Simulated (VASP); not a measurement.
Write the native input for VASP 6.6.1 that does the following.

- Task: single point
- Functional: r2SCAN
- Potentials or basis: VASP PAW PBE potentials, release 64 (Se)
- Cutoff: 520 eV
- k mesh: 7 × 7 × 7
- Occupations: fermi-dirac, width 0.02 eV
- Spin: no spin polarisation
- Dipole correction: no
- Further INCAR settings: ALGO = Normal; EDIFF = 1e-06; NBANDS = 13

Se:

```
CELL_PARAMETERS angstrom
0.00000 3.14094 3.14094
3.14094 0.00000 3.14094
3.14094 3.14094 0.00000
ATOMIC_POSITIONS crystal
Se 0.00000 0.00000 0.00000
Se 0.25000 0.25000 0.25000
```

This isn't the form of Se at room conditions, which is trigonal, of chains.

These files were run (other wordings do the same):

POSCAR

```
Se
1.0
    0.0000000000      3.1409375656      3.1409375656
    3.1409375656      0.0000000000      3.1409375656
    3.1409375656      3.1409375656      0.0000000000
Se
2
Direct
    0.0000000000      0.0000000000      0.0000000000
    0.2500000000      0.2500000000      0.2500000000
```

INCAR.step1

```
PREC = Accurate
ENCUT = 520
ISMEAR = -1
SIGMA = 0.02
LREAL = False
LASPH = True
NELM = 100
NBANDS = 13
GGA = PE
ALGO = Normal
EDIFF = 1E-4
LWAVE = True
LCHARG = False
```

INCAR.step2

```
PREC = Accurate
ENCUT = 520
EDIFF = 1E-6
ISMEAR = -1
SIGMA = 0.02
LREAL = False
LASPH = True
NELM = 100
ALGO = Normal
ISIF = 2
LWAVE = False
LCHARG = False
METAGGA = R2SCAN
LMIXTAU = True
NBANDS = 13
ISTART = 1
```

KPOINTS

```
Automatic mesh
0
Gamma
  7 7 7
```

Potentials or basis: VASP PAW PBE potentials, release 64 (Se).

The run is started by

```console
$ cat potpaw_PBE.64/Se/POTCAR > POTCAR
$ cp INCAR.step1 INCAR
$ mpirun -np 1 vasp_std > vasp.out
$ cp INCAR.step2 INCAR
$ mpirun -np 1 vasp_std > vasp.out
```

Results of the run:

```json
{
 "Pressure": "0.0 GPa",
 "Band gap on the k mesh": "zero (bands 6 and 7 overlap by 1.10 eV)"
}
```

Caveat: the PAW data sets were made with another functional, which shifts forces and pressure a little.

It took 25 s on 1 thread of Intel(R) Xeon(R) 6975P-C (Granite Rapids) (shared host), peak memory 0.21 GiB.
